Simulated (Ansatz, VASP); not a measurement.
# BN in VASP and in Ansatz

File POSCAR:

```
BN
1.0
    2.5665914969      0.0000000000      0.0000000000
   -1.2832957485      2.2227334374      0.0000000000
    0.0000000000      0.0000000000      6.8277300000
B N
2 2
Direct
    0.3333333333      0.6666666667      0.2500000000
    0.6666666667      0.3333333333      0.7500000000
    0.3333333333      0.6666666667      0.7500000000
    0.6666666667      0.3333333333      0.2500000000
```

File INCAR.step1:

```
PREC = Accurate
ENCUT = 520
ISMEAR = 0
SIGMA = 0.05
LREAL = F
LASPH = T
NELM = 60
NBANDS = 16
GGA = PE
ALGO = Normal
EDIFF = 1E-4
LWAVE = T
LCHARG = F
```

Contents of INCAR.step2:

```
PREC = Accurate
ENCUT = 520
EDIFF = 1E-6
ISMEAR = 0
SIGMA = 0.05
LREAL = F
LASPH = T
NELM = 60
ALGO = Normal
ISIF = 2
LWAVE = F
LCHARG = F
METAGGA = R2SCAN
LMIXTAU = T
NBANDS = 16
ISTART = 1
```

The input KPOINTS:

```
regular mesh
0
Gamma
  12 12 4
```

Input for Ansatz:

```yaml
crystal:
  lattice:
    - [2.5665914969, 0.0, 0.0]
    - [-1.2832957485, 2.2227334374, 0.0]
    - [0.0, 0.0, 6.82773]
  atoms:
    - { symbol: B, position: [0.3333333333, 0.6666666667, 0.25] }
    - { symbol: B, position: [0.6666666667, 0.3333333333, 0.75] }
    - { symbol: "N", position: [0.3333333333, 0.6666666667, 0.75] }
    - { symbol: "N", position: [0.6666666667, 0.3333333333, 0.25] }
basis:
  ecutwfc: 500
kpoints:
  mp_grid: { grid: [12, 12, 4] }
hamiltonian:
  xc: r2scan
scf:
  occupations: { method: gaussian, width: 0.05 }
output:
  forces: true
  stress: true
  eigenvalues: true
```

Change from the starting cell: strain +0.025 along x and y, +0.025 along z, atoms carried along.

Alike in both runs: task single point; functional r2SCAN; k mesh 12 × 12 × 4; occupations gaussian, width 0.05 eV; no spin polarisation.

|  | VASP | Ansatz |
| --- | --- | --- |
| version | VASP 6.6.1 | Ansatz 0.2.0 |
| potentials or method | VASP PAW PBE potentials, release 64 (B, N), cutoff 520 eV | scalar-relativistic, plane waves, PAW |
| valence electrons in the cell | 16 | 16 |

```csv
,VASP,Ansatz,Ansatz less VASP
gap on the k mesh at the Fermi level (eV),4.78,4.74,-0.035
least direct gap on the mesh (eV),5.15,5.10,-0.052
pressure (GPa),-16.3,-16.6,-0.33
"traceless stress, the component that is largest in VASP (GPa)",16.19,16.77,+0.581
```

VASP's potentials were made for PBE, not for r2SCAN. The functional is the same, so the differences come from potentials, cutoffs and numerics.
